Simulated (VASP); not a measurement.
# Cr2O3 (R-3c) in VASP: further runs

The runs below take Cr2O3 through single point, with PBE+U.

Everything below comes from runs of VASP 6.6.1. Logs are shortened: lines on timing, memory, paths and dates and some standing lists are left out, and cuts for length are marked.

### 1 The cell of the first run

Symmetry: R-3c, No. 167, trigonal system. The conventional cell has a = 4.951 Å, b = 4.951 Å, c = 13.566 Å, α = 90.00°, β = 90.00°, γ = 120.00°. Within 2.7 Å of Cr (site symmetry 3) lie 6 O at 1.96 to 2.01 Å and 1 Cr at 2.65 Å. O (site symmetry 2) has 4 Cr at 1.96 to 2.01 Å and 12 O at 2.62 to 2.99 Å within 3.0 Å.

### 2 Single point, PBE+U, collinear spin, ferromagnetic start

The input, INCAR:

```
PREC = Accurate ; ENCUT = 520
EDIFF = 1E-7 ; ISMEAR = -1
SIGMA = 0.02 ; LREAL = False
LASPH = True ; NELM = 150
ALGO = Normal ; ISIF = 2
LWAVE = False ; LCHARG = True
ISPIN = 2 ; MAGMOM = 3 3 3 3 0 0 0 0 0 0
LORBIT = 11 ; LMAXMIX = 4
LDAU = True ; LDAUTYPE = 2
LDAUL = 2 -1 ; LDAUU = 4 0
LDAUJ = 0 0 ; LDAUPRINT = 1
GGA = PE ; LELF = True
LVHAR = True ; NBANDS = 57
```

The input, KPOINTS:

```
Automatic mesh
0
Gamma
  4 4 4
```

The input, POSCAR:

```
Cr2O3
1.0
    2.4754996200      1.4292303700      4.5218700000
   -2.4754996200      1.4292303700      4.5218700000
    0.0000000000     -2.8584607400      4.5218700000
Cr O
4 6
Direct
    0.3476600000      0.3476600000      0.3476600000
    0.1523400000      0.1523400000      0.1523400000
    0.6523400000      0.6523400000      0.6523400000
    0.8476600000      0.8476600000      0.8476600000
    0.5551000000      0.9449000000      0.2500000000
    0.2500000000      0.5551000000      0.9449000000
    0.9449000000      0.2500000000      0.5551000000
    0.4449000000      0.0551000000      0.7500000000
    0.7500000000      0.4449000000      0.0551000000
    0.0551000000      0.7500000000      0.4449000000
```

Potentials or basis: VASP PAW PBE potentials, release 64 (Cr_pv, O).

The run is started by

```console
cat potpaw_PBE.64/Cr_pv/POTCAR potpaw_PBE.64/O/POTCAR > POTCAR
mpirun -np 1 vasp_std > vasp.out
```

OUTCAR:

```text
PREC = Accurate
   ENCUT = 520
   EDIFF = 1E-7
   ISMEAR = -1
   LREAL = False
   LASPH = True
   NELM = 150
   ISIF = 2
   ISPIN = 2
   LORBIT = 11
   GGA = PE

 ion  position               nearest neighbor table
   1  0.348  0.348  0.348-   9 1.96   8 1.96  10 1.96   7 2.01   6 2.01   5 2.01   2 2.65   3 2.88
                             3 2.88   3 2.88
   2  0.152  0.152  0.152-  10 1.96   8 1.96   9 1.96   7 2.01   6 2.01   5 2.01   1 2.65   4 2.88
                             4 2.88   4 2.88
   3  0.652  0.652  0.652-   6 1.96   5 1.96   7 1.96   9 2.01  10 2.01   8 2.01   4 2.65   1 2.88
                             1 2.88   1 2.88
   4  0.848  0.848  0.848-   7 1.96   5 1.96   6 1.96   9 2.01  10 2.01   8 2.01   3 2.65   2 2.88
                             2 2.88   2 2.88
   5  0.555  0.945  0.250-   3 1.96   4 1.96   1 2.01   2 2.01
   6  0.250  0.555  0.945-   3 1.96   4 1.96   1 2.01   2 2.01
   7  0.945  0.250  0.555-   4 1.96   3 1.96   1 2.01   2 2.01
   8  0.445  0.055  0.750-   1 1.96   2 1.96   3 2.01   4 2.01
   9  0.750  0.445  0.055-   1 1.96   2 1.96   3 2.01   4 2.01
  10  0.055  0.750  0.445-   2 1.96   1 1.96   3 2.01   4 2.01

  LATTYP: Found a trigonal (rhomboedric) cell.
 ALAT       =     5.3495893409
 COS(alpha) =     0.5717327811

  Lattice vectors:

 A1 = (   2.4754996200,   1.4292303700,   4.5218700000)
 A2 = (  -2.4754996200,   1.4292303700,   4.5218700000)
 A3 = (   0.0000000000,  -2.8584607400,   4.5218700000)

Analysis of symmetry for initial positions (statically):
=====================================================================
 Subroutine PRICEL returns:
 Original cell was already a primitive cell.

 Routine SETGRP: Setting up the symmetry group for a
 trigonal (rhombohedral) supercell.

 Subroutine GETGRP returns: Found 12 space group operations
 (whereof  6 operations were pure point group operations)
 out of a pool of 12 trial point group operations.

The static configuration has the point symmetry S_6 .
 The point group associated with its full space group is D_3d.

Analysis of symmetry for dynamics (positions and initial velocities):
=====================================================================
 Subroutine PRICEL returns:
 Original cell was already a primitive cell.

 Routine SETGRP: Setting up the symmetry group for a
 trigonal (rhombohedral) supercell.

 Subroutine GETGRP returns: Found 12 space group operations
 (whereof  6 operations were pure point group operations)
 out of a pool of 12 trial point group operations.

The dynamic configuration has the point symmetry S_6 .
 The point group associated with its full space group is D_3d.

Analysis of structural, dynamic, and magnetic symmetry:
=====================================================================
 Subroutine PRICEL returns:
 Original cell was already a primitive cell.

 Routine SETGRP: Setting up the symmetry group for a
 trigonal (rhombohedral) supercell.

 Subroutine GETGRP returns: Found 12 space group operations
 (whereof  6 operations were pure point group operations)
 out of a pool of 12 trial point group operations.

The overall configuration has the point symmetry S_6 .
 The point group associated with its full space group is D_3d.

 Subroutine INISYM returns: Found 12 space group operations
 (whereof  6 operations are pure point group operations),
 and found     1 'primitive' translations

----------------------------------------------------------------------------------------

                                     Primitive cell

  volume of cell :      95.9919

[... 114 lines left out ...]
  Fermi-wavevector in a.u.,A,eV,Ry     =   1.565873  2.959070 33.360904  2.451957
  Thomas-Fermi vector in A             =   2.668284
   LORBIT       =     11    0 simple, 1 ext, 2 COOP (PROOUT), +10 PAW based schemes
 LDA+U is selected, type is set to LDAUTYPE =  2
   angular momentum for each species LDAUL =     2   -1
   U (eV)           for each species LDAUU =   4.0  0.0
   J (eV)           for each species LDAUJ =   0.0  0.0
   GGA     = PE    functional components
   LHFCALC =     F    Hartree Fock is set to
   AEXX    =    0.0000 exact exchange contribution
   IVDW    =     0    specifies the selected vdW correction
   LEPSILON=     F    determine dielectric tensor
   LRPA    =     F    only Hartree local field effects (RPA)
 spin polarized calculation
  energy-cutoff  :      520.00
  volume of cell :       95.99
 maximum number of plane-waves:      2614
   NGX = 19   NGY = 19   NGZ = 19

atom =   1  type =  1  l = 2

 onsite density matrix

spin component  1
[... 116 lines left out ...]
  o =  0.0469  v =  0.0000  0.0000  0.0000  0.0000  0.0000 -0.7961 -0.5899 -0.0000  0.0000 -0.1351      0.0000  0.0000  0.0000  0.0000  0.0000  0.0000  0.0000  0.0000  0.0000  0.0000
[... 6 lines left out ...]
  o =  0.9489  v =  0.8021  0.5733  0.0000  0.0000  0.1669  0.0000  0.0000  0.0000  0.0000  0.0000      0.0000  0.0000  0.0000  0.0000  0.0000  0.0000  0.0000  0.0000  0.0000  0.0000
  o =  0.9489  v =  0.1669 -0.0000 -0.0000  0.5733 -0.8021  0.0000  0.0000  0.0000  0.0000  0.0000      0.0000  0.0000  0.0000  0.0000  0.0000  0.0000  0.0000  0.0000  0.0000  0.0000
  o =  0.9582  v =  0.0000 -0.0000  1.0000  0.0000 -0.0000  0.0000  0.0000  0.0000  0.0000  0.0000      0.0000  0.0000  0.0000  0.0000  0.0000  0.0000  0.0000  0.0000  0.0000  0.0000

 number of electron      83.9999995 magnetization      12.0000005

 Free energy of the ion-electron system (eV)
  ---------------------------------------------------
  ext. energy  EPLUGINS =         0.00000000
  ---------------------------------------------------
  free energy    TOTEN  =       -78.13574889 eV

  energy without entropy =      -78.13574889  energy(sigma->0) =      -78.13574889

 E-fermi :   6.4651     XC(G=0): -12.0989

 val. band max:        5.9792754981   @ k =  -0.2500   0.2500   0.2500
 cond. band min:       8.9628697209   @ k =   0.5000   0.5000   0.0000
 fundamental gap:      2.9835942228
 Fermi energy:         6.4650745907

 spin component 1

 k-point     1 :       0.0000    0.0000    0.0000
  band No.  band energies     occupation
      1     -37.7096      1.00000
      2     -37.6611      1.00000
      3     -37.6509      1.00000
      4     -37.6508      1.00000
      5     -37.6233      1.00000
      6     -37.6233      1.00000
[... 730 lines left out ...]
     53      10.2114      0.00000
     54      10.2114      0.00000
 Fermi energy:         6.4650745907

 spin component 2

 k-point     1 :       0.0000    0.0000    0.0000
  band No.  band energies     occupation
      1     -34.6920      1.00000
      2     -34.6283      1.00000
      3     -34.6239      1.00000
      4     -34.6239      1.00000
      5     -34.5876      1.00000
      6     -34.5876      1.00000
[... 730 lines left out ...]
     53      12.3121      0.00000
     54      12.3121      0.00000
 [bands above 54 left out]

------------------------ aborting loop because EDIFF is reached ----------------------------------------

  FORCE on cell =-STRESS in cart. coord.  units (eV):
  Direction    XX          YY          ZZ          XY          YZ          ZX
  --------------------------------------------------------------------------------------
  -------------------------------------------------------------------------------------
  Total       10.7850331     10.7850331     10.4577416      0.0000000      0.0000000      0.0000000
  in kB      180.0104186    180.0104181    174.5476746      0.0000000      0.0000000      0.0000000
  external PRESSURE =     178.1895038 kB  Pullay stress =       0.0000000 kB

 VOLUME and BASIS-vectors are now :
 -----------------------------------------------------------------------------
  energy-cutoff  :      520.00
  volume of cell :       95.99
      direct lattice vectors                 reciprocal lattice vectors
     2.475499620  1.429230370  4.521870000     0.201979429  0.116612878  0.073715815
    -2.475499620  1.429230370  4.521870000    -0.201979429  0.116612878  0.073715815
     0.000000000 -2.858460740  4.521870000     0.000000000 -0.233225756  0.073715815

 POSITION                                       TOTAL-FORCE (eV/Angst)
 -----------------------------------------------------------------------------------
      0.00000      0.00000      4.71622         0.000000      0.000000      0.578657
      0.00000      0.00000      2.06659         0.000000     -0.000000     -0.578657
      0.00000      0.00000      8.84939         0.000000      0.000000     -0.578657
      0.00000      0.00000     11.49902         0.000000      0.000000      0.578657
     -0.96495      1.42923      7.91327        -0.037253     -0.000000     -0.000000
     -0.75527     -1.55029      7.91327         0.018627     -0.032262     -0.000000
      1.72022      0.12106      7.91327         0.018627      0.032262     -0.000000
      0.96495     -1.42923      5.65234         0.037253      0.000000     -0.000000
      0.75527      1.55029      5.65234        -0.018627      0.032262     -0.000000
     -1.72022     -0.12106      5.65234        -0.018627     -0.032262     -0.000000
 -----------------------------------------------------------------------------------
    total drift:                               -0.000000     -0.000000      0.000000

  FREE ENERGIE OF THE ION-ELECTRON SYSTEM (eV)
  ---------------------------------------------------
  free  energy   TOTEN  =       -78.1357488906 eV

  energy  without entropy=      -78.1357488906  energy(sigma->0) =      -78.13574889

 total charge

# of ion       s       p       d       tot
------------------------------------------
    1        0.309   6.368   4.029  10.706
    2        0.309   6.368   4.029  10.706
    3        0.309   6.368   4.029  10.706
    4        0.309   6.368   4.029  10.706
    5        1.556   3.540   0.000   5.096
    6        1.556   3.540   0.000   5.096
    7        1.556   3.540   0.000   5.096
    8        1.556   3.540   0.000   5.096
    9        1.556   3.540   0.000   5.096
   10        1.556   3.540   0.000   5.096
--------------------------------------------------
tot         10.571  46.717  16.114  73.402

 magnetization (x)

# of ion       s       p       d       tot
------------------------------------------
    1        0.027   0.033   2.918   2.978
    2        0.027   0.033   2.918   2.978
    3        0.027   0.033   2.918   2.978
    4        0.027   0.033   2.918   2.978
    5       -0.004  -0.038   0.000  -0.043
    6       -0.004  -0.038   0.000  -0.043
    7       -0.004  -0.038   0.000  -0.043
    8       -0.004  -0.038   0.000  -0.043
    9       -0.004  -0.038   0.000  -0.043
   10       -0.004  -0.038   0.000  -0.043
--------------------------------------------------
tot          0.083  -0.099  11.671  11.655
```

Run time: 2.6 min. Hardware: 1 thread of Intel Xeon Platinum 8488C (Sapphire Rapids), shared host; peak memory 0.33 GiB.

Results:

```yaml
Free_energy: -78.1357 eV
Pressure: 17.8 GPa
Largest_force: 0.579 eV/Å
Band_gap_on_the_k_mesh: 2.98 eV (least direct gap 3.07 eV)
Net_moment: 12.00 μB per cell
Site_moments: Cr +2.98; O -0.04 μB
Valence_electrons_inside_the_program's_atomic_spheres: Cr 10.71; O 5.10
```

Forces in eV/Å, atoms in the order of the input:
```
Cr   0.000  0.000  0.579
Cr   0.000  0.000 -0.579
Cr   0.000  0.000 -0.579
Cr   0.000  0.000  0.579
O   -0.037  0.000  0.000
O    0.019 -0.032  0.000
O    0.019  0.032  0.000
O    0.037  0.000  0.000
O   -0.019  0.032  0.000
O   -0.019 -0.032  0.000
```

Levels at points of the mesh, in eV from the valence-band top:
Spin up:
| k point | band 44 | band 45 | band 46 | band 47 | band 48 | band 49 | band 50 | band 51 | band 52 | band 53 |
| --- | --- | --- | --- | --- | --- | --- | --- | --- | --- | --- |
| (0.00, 0.00, 0.00) | -0.95 | -0.17 | -0.07 | -0.06 | -0.06 | 3.16 | 3.16 | 3.16 | 3.16 | 4.77 |
| (0.50, 0.00, 0.00) | -0.74 | -0.52 | -0.52 | -0.21 | -0.21 | 3.67 | 3.67 | 3.80 | 3.80 | 4.03 |
| (0.50, 0.50, 0.00) | -0.74 | -0.37 | -0.30 | -0.10 | -0.09 | 2.98 | 3.21 | 3.27 | 3.65 | 3.98 |
| (0.50, 0.50, 0.50) | -0.61 | -0.43 | -0.43 | -0.43 | -0.43 | 3.70 | 3.70 | 3.70 | 3.70 | 4.23 |
Spin down:
```csv
k point,band 32,band 33,band 34,band 35,band 36,band 37,band 38,band 39,band 40,band 41
"(0.00, 0.00, 0.00)",-1.91,-1.91,-1.17,-1.17,-1.11,3.73,4.13,4.13,4.46,4.46
"(0.50, 0.00, 0.00)",-2.37,-2.21,-2.21,-1.32,-1.32,3.73,3.73,4.49,4.49,4.92
"(0.50, 0.50, 0.00)",-2.15,-2.06,-2.00,-1.77,-1.33,3.65,3.90,4.04,4.06,4.60
"(0.50, 0.50, 0.50)",-2.21,-1.77,-1.77,-1.77,-1.77,4.59,4.59,4.59,4.59,4.78
```

Eigenvalues of the final occupation matrices:
```csv
site,spin,trace,eigenvalues
site 1 d,1,3.49,0.32 0.32 0.95 0.95 0.96
site 1 d,2,0.57,0.05 0.05 0.06 0.21 0.21
site 2 d,1,3.49,0.32 0.32 0.95 0.95 0.96
site 2 d,2,0.57,0.05 0.05 0.06 0.21 0.21
site 3 d,1,3.49,0.32 0.32 0.95 0.95 0.96
site 3 d,2,0.57,0.05 0.05 0.06 0.21 0.21
site 4 d,1,3.49,0.32 0.32 0.95 0.95 0.96
site 4 d,2,0.57,0.05 0.05 0.06 0.21 0.21
```

Caveat: the cell stands under pressure; the run started ferromagnetic, and an antiferromagnetic order may lie lower in energy. A k mesh can miss the band edges.

### 3 Single point, PBE+U, collinear spin, ferromagnetic start

The input, INCAR:

```
SYSTEM = Cr2O3
ALGO = Normal
EDIFF = 1E-6
ENCUT = 520
GGA = PE
ISIF = 2
ISMEAR = -1
ISPIN = 2
LASPH = .TRUE.
LCHARG = .FALSE.
LDAU = .TRUE.
LDAUJ = 0 0
LDAUL = 2 -1
LDAUPRINT = 1
LDAUTYPE = 2
LDAUU = 4 0
LMAXMIX = 4
LORBIT = 11
LREAL = .FALSE.
LWAVE = .FALSE.
MAGMOM = 3 3 3 3 0 0 0 0 0 0
NBANDS = 57
NELM = 150
PREC = Accurate
SIGMA = 0.02
```

The input, KPOINTS:

```
k-points
0
G
  4 4 4
  0 0 0
```

POSCAR is that of step 2.

Potentials or basis: VASP PAW PBE potentials, release 64 (Cr_pv, O).

The run is started by

```console
cat potpaw_PBE.64/Cr_pv/POTCAR potpaw_PBE.64/O/POTCAR > POTCAR
mpirun -np 1 vasp_std > vasp.out
```

Wall time 2.2 min (1 thread of Intel Xeon Platinum 8488C (Sapphire Rapids), shared host); peak memory 0.33 GiB.

Results (log left out):

| Quantity | Value |
| --- | --- |
| Free energy | -78.1357 eV |
| Pressure | 17.8 GPa |
| Largest force | 0.579 eV/Å |
| Band gap on the k mesh | 2.98 eV (least direct gap 3.07 eV) |
| Net moment | 12.00 μB per cell |
| Site moments | Cr +2.98; O -0.04 μB |
| Valence electrons inside the program's atomic spheres | Cr 10.71; O 5.10 |

Forces on the atoms (eV/Å):
```
Cr   0.000  0.000  0.579
Cr   0.000  0.000 -0.579
Cr   0.000  0.000 -0.579
Cr   0.000  0.000  0.579
O   -0.037  0.000  0.000
O    0.019 -0.032  0.000
O    0.019  0.032  0.000
O    0.037  0.000  0.000
O   -0.019  0.032  0.000
O   -0.019 -0.032  0.000
```

Stress tensor (GPa, compression positive):
```
18.02  0.00  0.00
 0.00 18.02  0.00
 0.00  0.00 17.48
```

Levels at points of the mesh, in eV from the valence-band top:
Spin up:
| k point | band 45 | band 46 | band 47 | band 48 | band 49 | band 50 | band 51 | band 52 |
| --- | --- | --- | --- | --- | --- | --- | --- | --- |
| (0.00, 0.00, 0.00) | -0.17 | -0.07 | -0.06 | -0.06 | 3.16 | 3.16 | 3.16 | 3.16 |
| (0.50, 0.00, 0.00) | -0.52 | -0.52 | -0.21 | -0.21 | 3.67 | 3.67 | 3.80 | 3.80 |
| (0.50, 0.50, 0.00) | -0.37 | -0.30 | -0.10 | -0.09 | 2.98 | 3.21 | 3.27 | 3.65 |
| (0.50, 0.50, 0.50) | -0.43 | -0.43 | -0.43 | -0.43 | 3.70 | 3.70 | 3.70 | 3.70 |
Spin down:
```
           k point  band 33  band 34  band 35  band 36  band 37  band 38  band 39  band 40
(0.00, 0.00, 0.00)    -1.91    -1.17    -1.17    -1.11     3.73     4.13     4.13     4.46
(0.50, 0.00, 0.00)    -2.21    -2.21    -1.32    -1.32     3.73     3.73     4.49     4.49
(0.50, 0.50, 0.00)    -2.06    -2.00    -1.77    -1.33     3.65     3.90     4.04     4.06
(0.50, 0.50, 0.50)    -1.77    -1.77    -1.77    -1.77     4.59     4.59     4.59     4.59
```

Eigenvalues of the final occupation matrices:
| site | spin | trace | eigenvalues |
| --- | --- | --- | --- |
| site 1 d | 1 | 3.49 | 0.32 0.32 0.95 0.95 0.96 |
| site 1 d | 2 | 0.57 | 0.05 0.05 0.06 0.21 0.21 |
| site 2 d | 1 | 3.49 | 0.32 0.32 0.95 0.95 0.96 |
| site 2 d | 2 | 0.57 | 0.05 0.05 0.06 0.21 0.21 |
| site 3 d | 1 | 3.49 | 0.32 0.32 0.95 0.95 0.96 |
| site 3 d | 2 | 0.57 | 0.05 0.05 0.06 0.21 0.21 |
| site 4 d | 1 | 3.49 | 0.32 0.32 0.95 0.95 0.96 |
| site 4 d | 2 | 0.57 | 0.05 0.05 0.06 0.21 0.21 |

Caveat: the cell stands under pressure; the run started ferromagnetic, and an antiferromagnetic order may lie lower in energy. A k mesh can miss the band edges.

### 4 Single point, PBE+U, collinear spin, ferromagnetic start

The input, INCAR:

```
SYSTEM = Cr2O3
PREC = Accurate ; ENCUT = 520
EDIFF = 1E-6 ; ISMEAR = -5
SIGMA = 0.1 ; LREAL = .False.
LASPH = .True. ; NELM = 150
ALGO = Normal ; ISIF = 2
LWAVE = .False. ; LCHARG = .False.
ISPIN = 2 ; MAGMOM = 3 3 3 3 0 0 0 0 0 0
LORBIT = 11 ; LMAXMIX = 4
LDAU = .True. ; LDAUTYPE = 2
LDAUL = 2 -1 ; LDAUU = 4 0
LDAUJ = 0 0 ; LDAUPRINT = 1
GGA = PE ; NBANDS = 57
```

The input, KPOINTS:

```
regular mesh
0
Gamma
  4 4 4
  0 0 0
```

POSCAR is that of step 3.

The run is started by

```console
cat potpaw_PBE.64/Cr_pv/POTCAR potpaw_PBE.64/O/POTCAR > POTCAR
mpirun -np 1 vasp_std > vasp.out
```

Wall time 2.3 min (1 thread of Intel Xeon Platinum 8488C (Sapphire Rapids), shared host); peak memory 0.33 GiB.

The run converged. Its results:

```yaml
Free_energy: -78.1357 eV
Pressure: 17.8 GPa
Largest_force: 0.579 eV/Å
Band_gap_on_the_k_mesh: 2.98 eV (least direct gap 3.07 eV)
Net_moment: 12.00 μB per cell
Site_moments: Cr +2.98; O -0.04 μB
Valence_electrons_inside_the_program's_atomic_spheres: Cr 10.71; O 5.10
```

Forces in eV/Å, atoms in the order of the input:
```
Cr   0.000  0.000  0.579
Cr   0.000  0.000 -0.579
Cr   0.000  0.000 -0.579
Cr   0.000  0.000  0.579
O   -0.037  0.000  0.000
O    0.019 -0.032  0.000
O    0.019  0.032  0.000
O    0.037  0.000  0.000
O   -0.019  0.032  0.000
O   -0.019 -0.032  0.000
```

Stress tensor (GPa, compression positive):
```
18.02  0.00  0.00
 0.00 18.02  0.00
 0.00  0.00 17.48
```

Levels at points of the mesh, in eV from the valence-band top:
Spin up:
| k point | band 45 | band 46 | band 47 | band 48 | band 49 | band 50 | band 51 | band 52 |
| --- | --- | --- | --- | --- | --- | --- | --- | --- |
| (0.00, 0.00, 0.00) | -0.17 | -0.07 | -0.06 | -0.06 | 3.16 | 3.16 | 3.16 | 3.16 |
| (0.50, 0.00, 0.00) | -0.52 | -0.52 | -0.21 | -0.21 | 3.67 | 3.67 | 3.80 | 3.80 |
| (0.50, 0.50, 0.00) | -0.37 | -0.30 | -0.10 | -0.09 | 2.98 | 3.21 | 3.27 | 3.65 |
| (0.50, 0.50, 0.50) | -0.43 | -0.43 | -0.43 | -0.43 | 3.70 | 3.70 | 3.70 | 3.70 |
Spin down:
| k point | band 33 | band 34 | band 35 | band 36 | band 37 | band 38 | band 39 | band 40 |
| --- | --- | --- | --- | --- | --- | --- | --- | --- |
| (0.00, 0.00, 0.00) | -1.91 | -1.17 | -1.17 | -1.11 | 3.73 | 4.13 | 4.13 | 4.46 |
| (0.50, 0.00, 0.00) | -2.21 | -2.21 | -1.32 | -1.32 | 3.73 | 3.73 | 4.49 | 4.49 |
| (0.50, 0.50, 0.00) | -2.06 | -2.00 | -1.77 | -1.33 | 3.65 | 3.90 | 4.04 | 4.06 |
| (0.50, 0.50, 0.50) | -1.77 | -1.77 | -1.77 | -1.77 | 4.59 | 4.59 | 4.59 | 4.59 |

Eigenvalues of the final occupation matrices:
```csv
site,spin,trace,eigenvalues
site 1 d,1,3.49,0.32 0.32 0.95 0.95 0.96
site 1 d,2,0.57,0.05 0.05 0.06 0.21 0.21
site 2 d,1,3.49,0.32 0.32 0.95 0.95 0.96
site 2 d,2,0.57,0.05 0.05 0.06 0.21 0.21
site 3 d,1,3.49,0.32 0.32 0.95 0.95 0.96
site 3 d,2,0.57,0.05 0.05 0.06 0.21 0.21
site 4 d,1,3.49,0.32 0.32 0.95 0.95 0.96
site 4 d,2,0.57,0.05 0.05 0.06 0.21 0.21
```

Caveat: the cell stands under pressure; the run started ferromagnetic, and an antiferromagnetic order may lie lower in energy. A k mesh can miss the band edges.
